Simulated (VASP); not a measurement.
A run of VASP 6.6.1:

File POSCAR:

```
SnO2
1.0
    4.7380000000      0.0000000000      0.0000000000
    0.0000000000      4.7380000000      0.0000000000
    0.0000000000      0.0000000000      3.1865000000
Sn O
2 4
Direct
    0.5000000000      0.5000000000      0.5000000000
    0.0000000000      0.0000000000      0.0000000000
    0.8071000000      0.1929000000      0.5000000000
    0.6929000000      0.6929000000      0.0000000000
    0.1929000000      0.8071000000      0.5000000000
    0.3071000000      0.3071000000      0.0000000000
```

The input INCAR.step1:

```
SYSTEM = SnO2
PREC = Accurate
ENCUT = 520
ISMEAR = -1
SIGMA = 0.05
LREAL = .FALSE.
LASPH = .TRUE.
NELM = 60
NBANDS = 35
GGA = PE
ALGO = Normal
EDIFF = 1E-4
LWAVE = .TRUE.
LCHARG = .FALSE.
```

INCAR.step2

```
SYSTEM = SnO2
PREC = Accurate
ENCUT = 520
EDIFF = 1E-7
ISMEAR = -1
SIGMA = 0.05
LREAL = .FALSE.
LASPH = .TRUE.
NELM = 60
ALGO = Normal
ISIF = 2
LWAVE = .FALSE.
LCHARG = .FALSE.
METAGGA = R2SCAN
LMIXTAU = .TRUE.
IVDW = 13
VDW_S6 = 1.0
VDW_S8 = 0.6018749
VDW_A1 = 0.51559235
VDW_A2 = 5.77342911
NBANDS = 35
ISTART = 1
```

File KPOINTS:

```
Automatic mesh
0
G
  6 6 8
  0 0 0
```

Potentials or basis: VASP PAW PBE potentials, release 64 (Sn_d, O).

Run with:

```console
$ cat potpaw_PBE.64/Sn_d/POTCAR potpaw_PBE.64/O/POTCAR > POTCAR
$ cp INCAR.step1 INCAR
$ mpirun -np 1 vasp_std > vasp.out
$ cp INCAR.step2 INCAR
$ mpirun -np 1 vasp_std > vasp.out
```

Hardware: 1 thread of Intel(R) Xeon(R) Platinum 8259CL CPU @ 2.50GHz (Skylake/Cascade Lake) (shared host).

Problem. How long does it take, and how much memory?

Solution. Wall time 4.6 min on 1 thread of Intel(R) Xeon(R) Platinum 8259CL CPU @ 2.50GHz (Skylake/Cascade Lake), with other jobs on the host, peak memory 0.24 GiB. Counts: k points 50.
